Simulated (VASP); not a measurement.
Wanted: the native input for a VASP 6.6.1 run.

```yaml
Task: single point
Functional: PBE
Potentials_or_basis: VASP PAW PBE potentials, release 64 (Al, Co)
Cutoff: 520 eV
k_mesh: 4 × 4 × 6
Occupations: gaussian, width 0.1 eV
Spin: collinear spin, antiferromagnetic start
Starting_moments: "[0.0, -3.0, -3.0, 3.0, 3.0] μB"
Dipole_correction: no
Further_INCAR_settings: ALGO = Normal; EDIFF = 1e-07; NBANDS = 32
```

The structure of AlCo4 lies in POSCAR:

```
AlCo4
1.0
    3.4734705162     -2.3452628210      0.0000000000
    3.4734705162      2.3452628210      0.0000000000
    0.0000000000      0.0000000000      4.0007843418
Al Co
1 4
Direct
    0.5000000000      0.5000000000      0.0000000000
    0.8341543562      0.8341543562      0.0000000000
    0.1658456438      0.1658456438      0.0000000000
    0.2408833185      0.7591166815      0.5000000000
    0.7591166815      0.2408833185      0.5000000000
```

The cell was built from a structure type or drawn by symmetry, and may not be a known phase.

The input as run:

INCAR

```
SYSTEM = AlCo4
PREC = Accurate ; ENCUT = 520
EDIFF = 1E-7 ; ISMEAR = 0
SIGMA = 0.1 ; LREAL = .False.
LASPH = .True. ; NELM = 150
ALGO = Normal ; ISIF = 2
LWAVE = .False. ; LCHARG = .False.
ISPIN = 2 ; MAGMOM = 0 -3 -3 3 3
LORBIT = 11 ; LMAXMIX = 4
GGA = PE ; NBANDS = 32
```

KPOINTS

```
Automatic mesh
0
Gamma
  4 4 6
  0 0 0
```

Potentials or basis: VASP PAW PBE potentials, release 64 (Al, Co).

The run is started by

```sh
$ cat potpaw_PBE.64/Al/POTCAR potpaw_PBE.64/Co/POTCAR > POTCAR
$ mpirun -np 1 vasp_std > vasp.out
```

It gave:

```json
{"Pressure": "-1.0 GPa", "Largest force": "0.319 eV/Å", "Net moment": "-1.41 μB per cell", "Site moments": "Al +0.01; Co -1.53, +0.79 (each value once) μB", "Valence electrons inside the program's atomic spheres": "Al 0.91; Co 8.16, 8.23 (each value once)"}
```

Caveat: the k points lie up to 0.40 Å⁻¹ apart.

It took 110 s on 1 thread of Intel(R) Xeon(R) Platinum 8375C CPU @ 2.90GHz (Ice Lake) (shared host), peak memory 0.24 GiB.
